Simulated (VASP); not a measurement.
Write the native input for VASP 6.6.1 that does the following.

```
Task                   : single point
Functional             : PBE
Potentials or basis    : VASP PAW PBE potentials, release 64 (Ge_d, Sb, O)
Cutoff                 : 520 eV
k mesh                 : 4 × 4 × 4
Occupations            : gaussian, width 0.1 eV
Spin                   : no spin polarisation
Dipole correction      : no
Further INCAR settings : ALGO = Normal; EDIFF = 1e-06; NBANDS = 23
```

The structure of GeSb2O lies in POSCAR:

```
GeSb2O
1.0
    2.8863792400     -3.1608551400      0.0000000000
    2.8863792400      3.1608551400      0.0000000000
    0.0000000000      0.0000000000      4.6336899800
Ge Sb O
1 2 1
Direct
    0.5000000000      0.5000000000      0.0000000000
    0.2491795400      0.7508204600      0.5000000000
    0.7508204600      0.2491795400      0.5000000000
    0.0000000000      0.0000000000      0.5000000000
```

The cell was built from a structure type or drawn by symmetry, and may not be a known phase.

These files were run (other wordings do the same):

INCAR

```
PREC = Accurate ; ENCUT = 520
EDIFF = 1E-6 ; ISMEAR = 0
SIGMA = 0.1 ; LREAL = False
LASPH = True ; NELM = 60
ALGO = Normal ; ISIF = 2
LWAVE = False ; LCHARG = False
GGA = PE ; NBANDS = 23
```

KPOINTS

```
Automatic mesh
0
Gamma
  4 4 4
```

Potentials or basis: VASP PAW PBE potentials, release 64 (Ge_d, Sb, O).

Launch:

```bash
$ cat potpaw_PBE.64/Ge_d/POTCAR potpaw_PBE.64/Sb/POTCAR potpaw_PBE.64/O/POTCAR > POTCAR
$ mpirun -np 1 vasp_std > vasp.out
```

It gave:

```json
{
  "Pressure": "58.4 GPa",
  "Largest force": "23.515 eV/Å",
  "Band gap on the k mesh": "zero (bands 15 and 16 overlap by 0.96 eV)"
}
```

Caveat: the k points lie up to 0.37 Å⁻¹ apart, too coarse for converged energies and pressures of a metal; spin-orbit coupling is left out, which moves the levels of the heavy elements; forces of over 1 eV/Å act on the atoms, so gaps and moduli don't describe the material at rest.

Run time: 59 s on 1 thread of Intel Xeon 8259CL, on a shared host, peak memory 0.21 GiB.
